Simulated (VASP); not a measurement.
# Sb (Pm-3m) in VASP: further runs, part 2 of 2

VASP 6.6.1. The steps go on from the part before.

### 4 Relaxation of cell and atoms, LDA

This run uses another cell than the first one, of 29.31 Å³/atom, 1.041 times its volume.

INCAR

```
PREC = Accurate
ENCUT = 600
EDIFF = 1E-6
ISMEAR = 0
SIGMA = 0.1
LREAL = F
LASPH = T
NELM = 60
ALGO = Normal
ISIF = 3
LWAVE = F
LCHARG = F
IBRION = 2
NSW = 100
EDIFFG = -0.002
```

KPOINTS

```
regular mesh
0
Gamma
  14 14 14
```

POSCAR

```
Sb
1.0
    3.0833436100      0.0000000000      0.0000000000
    0.0000000000      3.0833436100      0.0000000000
    0.0000000000      0.0000000000      3.0833436100
Sb
1
Direct
    0.0000000000      0.0000000000      0.0000000000
```

Potentials or basis: VASP PAW LDA potentials, release 64 (Sb).

Run with:

```bash
$ cat potpaw_LDA.64/Sb/POTCAR > POTCAR
$ mpirun -np 1 vasp_std > vasp.out
```

OUTCAR:

```text
PREC = Accurate
   ENCUT = 600
   EDIFF = 1E-6
   ISMEAR = 0
   LREAL = F
   LASPH = T
   NELM = 60
   ISIF = 3
   IBRION = 2
   NSW = 100
   EDIFFG = -0.002

 ion  position               nearest neighbor table
   1  0.000  0.000  0.000-

  LATTYP: Found a simple cubic cell.
 ALAT       =     3.0833436100

  Lattice vectors:

 A1 = (   3.0833436100,   0.0000000000,   0.0000000000)
 A2 = (   0.0000000000,   3.0833436100,   0.0000000000)
 A3 = (   0.0000000000,   0.0000000000,   3.0833436100)

Analysis of symmetry for initial positions (statically):
=====================================================================
 Subroutine PRICEL returns:
 Original cell was already a primitive cell.

 Routine SETGRP: Setting up the symmetry group for a
 simple cubic supercell.

 Subroutine GETGRP returns: Found 48 space group operations
[... 9 lines left out ...]

 Routine SETGRP: Setting up the symmetry group for a
 simple cubic supercell.

 Subroutine GETGRP returns: Found 48 space group operations
[... 11 lines left out ...]
                                     Primitive cell

  volume of cell :      29.3134

  direct lattice vectors                    reciprocal lattice vectors
     3.083343610  0.000000000  0.000000000     0.324323243  0.000000000  0.000000000
     0.000000000  3.083343610  0.000000000     0.000000000  0.324323243  0.000000000
     0.000000000  0.000000000  3.083343610     0.000000000  0.000000000  0.324323243

  length of vectors
     3.083343610  3.083343610  3.083343610     0.324323243  0.324323243  0.324323243

  position of ions in fractional coordinates (direct lattice)
     0.000000000  0.000000000  0.000000000

  ion indices of the primitive-cell ions
   primitive index   ion index
                 1           1

----------------------------------------------------------------------------------------

 KPOINTS: regular mesh

Automatic generation of k-mesh.
 Grid dimensions read from file:
 generate k-points for:   14   14   14

 Generating k-lattice:

  Cartesian coordinates                     Fractional coordinates (reciprocal lattice)
     0.023165946  0.000000000  0.000000000     0.071428571  0.000000000  0.000000000
     0.000000000  0.023165946  0.000000000     0.000000000  0.071428571  0.000000000
     0.000000000  0.000000000  0.023165946     0.000000000  0.000000000  0.071428571

  Length of vectors
     0.023165946  0.023165946  0.023165946

  Shift w.r.t. Gamma in fractional coordinates (k-lattice)
     0.000000000  0.000000000  0.000000000

 Subroutine IBZKPT returns following result:
 ===========================================

 Found    120 irreducible k-points:

 Following reciprocal coordinates:
            Coordinates               Weight
  0.000000  0.000000  0.000000      1.000000
  0.071429  0.000000  0.000000      6.000000
  0.142857  0.000000  0.000000      6.000000
  0.214286  0.000000  0.000000      6.000000
  0.285714  0.000000  0.000000      6.000000
  0.357143  0.000000  0.000000      6.000000
[... 16 lines left out ...]
  0.285714  0.214286  0.000000     24.000000
  0.357143  0.214286  0.000000     24.000000
 [... further k-points ...]
   k-points           NKPTS =    120   k-points in BZ     NKDIM =    120   number of bands    NBANDS=      6
   number of dos      NEDOS =    301   number of ions     NIONS =      1
   total plane-waves  NPLWV =  21952
   dimension x,y,z NGX =    28 NGY =   28 NGZ =   28
   dimension x,y,z NGXF=    56 NGYF=   56 NGZF=   56
   ions per type =               1
   NGX,Y,Z   is equivalent  to a cutoff of  15.10, 15.10, 15.10 a.u.
   NGXF,Y,Z  is equivalent  to a cutoff of  30.19, 30.19, 30.19 a.u.
 SYSTEM =  unknown system
   PREC   = accura    normal or accurate (medium, high low for compatibility)
   ISTART =      0    job   : 0-new  1-cont  2-samecut
   ICHARG =      2    charge: 1-file 2-atom 10-const
   ISPIN  =      1    spin polarized calculation?
   LNONCOLLINEAR =      F non collinear calculations
   LSORBIT =      F    spin-orbit coupling
   LASPH  =      T    aspherical Exc in radial PAW
   ENCUT  =  600.0 eV  44.10 Ry    6.64 a.u.   6.16  6.16  6.16*2*pi/ulx,y,z
   NELM   =     60;   NELMIN=  2; NELMDL= -5     # of ELM steps
   EDIFF  = 0.1E-05   stopping-criterion for ELM
   LREAL  =      F    real-space projection
   EDIFFG = -.2E-02   stopping-criterion for IOM
   NSW    =    100    number of steps for IOM
   IBRION =      2    ionic relax: 0-MD 1-quasi-New 2-CG
   NFREE  =      1    steps in history (QN), initial steepest desc. (CG)
   ISIF   =      3    stress and relaxation
   ISYM   =      2    0-nonsym 1-usesym 2-fastsym
   POTIM  = 0.5000    time-step for ionic-motion
   TEBEG  =    0.0;   TEEND  =   0.0 temperature during run
   PSTRESS=    0.0 pullay stress
   NELECT =       5.0000    total number of electrons
   NUPDOWN=      -1.0000    fix difference up-down
   EMIN   =  10.00;   EMAX   =-10.00  energy-range for DOS
   EFERMI =   0.00;   METHOD = LEGACY
   ISMEAR =     0;   SIGMA  =   0.10  broadening in eV -4-tet -1-fermi 0-gaus
   EFERMI_NEDOS =   21; number of points for ismear=-14 and -15
   IALGO  =     38    algorithm
   IMIX   =      4    mixing-type and parameters
     AMIX     =   0.40;   BMIX     =  1.00
     AMIX_MAG =   1.60;   BMIX_MAG =  1.00
  volume/ion in A,a.u.               =      29.31       197.82
  Fermi-wavevector in a.u.,A,eV,Ry     =   0.907910  1.715702 11.215296  0.824301
  Thomas-Fermi vector in A             =   2.031774
   LORBIT       =      0    0 simple, 1 ext, 2 COOP (PROOUT), +10 PAW based schemes
   GGA     = CA    functional components
   LHFCALC =     F    Hartree Fock is set to
   AEXX    =    0.0000 exact exchange contribution
   IVDW    =     0    specifies the selected vdW correction
   LEPSILON=     F    determine dielectric tensor
   LRPA    =     F    only Hartree local field effects (RPA)
 conjugate gradient relaxation of ions
 non-spin polarized calculation
 Gauss-broadening in eV      SIGMA  =   0.10
  energy-cutoff  :      600.00
  volume of cell :       29.31
 maximum number of plane-waves:       996
 NGX is ok and might be reduce to    28
   NGX = 13   NGY = 13   NGZ = 13

--------------------------------------- Ionic step        1  -------------------------------------------

 number of electron       4.9999999 magnetization

 Free energy of the ion-electron system (eV)
  ---------------------------------------------------
  ext. energy  EPLUGINS =         0.00000000
  ---------------------------------------------------
  free energy    TOTEN  =        -4.78708090 eV

  energy without entropy =       -4.78321440  energy(sigma->0) =       -4.78514765

 E-fermi :   7.1520     XC(G=0):  -9.8737

 val. band max:        7.1368604167   @ k =   0.5000   0.3571   0.3571
 cond. band min:       7.1573018312   @ k =   0.2143   0.2143   0.1429
 fundamental gap:      0.0204414145
 Fermi energy:         7.1519536811

 k-point     1 :       0.0000    0.0000    0.0000
  band No.  band energies     occupation
      1      -5.3173      2.00000
      2      10.4918      0.00000
      3      10.4918      0.00000
      4      10.4918      0.00000
      5      14.1329      0.00000
      6      14.1329      0.00000

 k-point     2 :       0.0714    0.0000    0.0000
  band No.  band energies     occupation
      1      -5.2422      2.00000
      2       9.5428      0.00000
      3      10.5660      0.00000
      4      10.5660      0.00000
      5      14.1902      0.00000
      6      14.7040      0.00000
[... 255 lines left out ...]
 POSITION                                       TOTAL-FORCE (eV/Angst)
 -----------------------------------------------------------------------------------
      0.00000      0.00000      0.00000         0.000000      0.000000      0.000000
 -----------------------------------------------------------------------------------
    total drift:                                0.000000      0.000000      0.000000

  FREE ENERGIE OF THE ION-ELECTRON SYSTEM (eV)
  ---------------------------------------------------
  free  energy   TOTEN  =        -4.7921012015 eV

  energy  without entropy=       -4.7884916627  energy(sigma->0) =       -4.79029643

--------------------------------------- Ionic step        3  -------------------------------------------

 number of electron       5.0000000 magnetization

 Free energy of the ion-electron system (eV)
  ---------------------------------------------------
  ext. energy  EPLUGINS =         0.00000000
  ---------------------------------------------------
  free energy    TOTEN  =        -4.79493084 eV

  energy without entropy =       -4.79122988  energy(sigma->0) =       -4.79308036

 E-fermi :   7.6591     XC(G=0): -10.0321

 val. band max:        7.6480145321   @ k =   0.2857   0.2143   0.0000
 cond. band min:       7.6995577773   @ k =   0.5000   0.2857   0.2143
 fundamental gap:      0.0515432452
 Fermi energy:         7.6591149805

 k-point     1 :       0.0000    0.0000    0.0000
  band No.  band energies     occupation
      1      -5.1226      2.00000
      2      11.0838      0.00000
      3      11.0838      0.00000
      4      11.0838      0.00000
      5      14.6634      0.00000
      6      14.6634      0.00000

 k-point     2 :       0.0714    0.0000    0.0000
  band No.  band energies     occupation
      1      -5.0445      2.00000
      2      10.0909      0.00000
      3      11.1618      0.00000
      4      11.1618      0.00000
      5      14.7215      0.00000
      6      15.2779      0.00000
[... 220 lines left out ...]
 POSITION                                       TOTAL-FORCE (eV/Angst)
 -----------------------------------------------------------------------------------
      0.00000      0.00000      0.00000         0.000000      0.000000      0.000000
 -----------------------------------------------------------------------------------
    total drift:                                0.000000      0.000000      0.000000

  FREE ENERGIE OF THE ION-ELECTRON SYSTEM (eV)
  ---------------------------------------------------
  free  energy   TOTEN  =        -4.7949308446 eV

  energy  without entropy=       -4.7912298834  energy(sigma->0) =       -4.79308036

 reached required accuracy - stopping structural energy minimisation
```

OSZICAR:

```text
N       E                     dE             d eps       ncg     rms          rms(c)
DAV:   1     0.952209501987E+01    0.95221E+01   -0.17620E+03  1440   0.614E+02
DAV:   2    -0.455170483149E+01   -0.14074E+02   -0.13453E+02  2112   0.800E+01
DAV:   3    -0.479051532401E+01   -0.23881E+00   -0.23436E+00  1596   0.114E+01
[... 18 lines left out ...]
DAV:   2    -0.479608081268E+01    0.22190E-02   -0.21022E-03  1518   0.366E-01    0.155E-01
DAV:   3    -0.479493792108E+01    0.11429E-02   -0.24748E-03  1482   0.278E-01    0.452E-02
DAV:   4    -0.479493631241E+01    0.16087E-05   -0.26499E-05  1722   0.488E-02    0.413E-02
DAV:   5    -0.479493105018E+01    0.52622E-05   -0.24916E-06  1518   0.139E-02    0.179E-02
DAV:   6    -0.479493084461E+01    0.20558E-06   -0.57512E-08   864   0.268E-03
   3 F= -.47949308E+01 E0= -.47930804E+01  d E =-.784995E-02
```

It took 41 s on 1 thread of Intel Xeon Platinum 8259CL at 2.50GHz (Skylake/Cascade Lake), shared host; peak memory 0.16 GiB.

Results:

* Free energy: -4.7949 eV
* Relaxed volume: 28.23 Å³/atom
* Relaxed cell: a = 3.045 Å, b = 3.045 Å, c = 3.045 Å, α = 90.00°, β = 90.00°, γ = 90.00°
* Space group after relaxing (to 0.05 Å): Pm-3m (No. 221)
* Energy gained by relaxing: 7.8 meV/atom
* Ionic steps: 3
* Pressure after relaxing: 0.0 GPa

Step by step:
```csv
step,energy change (eV),largest force (eV/Å),pressure (GPa),volume (Å³)
1,0.0000,0.0000,-2.24,29.31
2,-0.0050,0.0000,1.50,27.61
3,-0.0078,0.0000,0.00,28.23
```

Final structure:
```
Sb
1.0
     3.04483    0.00000    0.00000
     0.00000    3.04483    0.00000
     0.00000    0.00000    3.04483
Sb
1
Direct
  0.00000 0.00000 0.00000
```

Caveat: spin-orbit coupling is left out, which moves the levels of the heavy elements.

### 5 Overview

```csv
task,cell,cutoff (eV),smearing,gap on the mesh (eV),pressure (GPa),relaxed volume (Å³/atom)
single point,"a = 3.043 Å, 1 atom",520,fermi-dirac 0.15 eV,none,0.2,-
relaxation of cell and atoms,"relaxed from a = 3.042 Å, 1 atom",600,fermi-dirac 0.15 eV,none,0.0,28.27
relaxation of cell and atoms,"relaxed from a = 3.083 Å, 1 atom",600,gaussian 0.1 eV,none,0.0,28.23
```

Alike in all rows: level LDA; potentials or basis VASP PAW LDA potentials, release 64 (Sb); no spin polarisation; k mesh 14 × 14 × 14.

Caveats: spin-orbit coupling is left out, which moves the levels of the heavy elements.

Absolute energies hang on the potentials; compare differences alone.
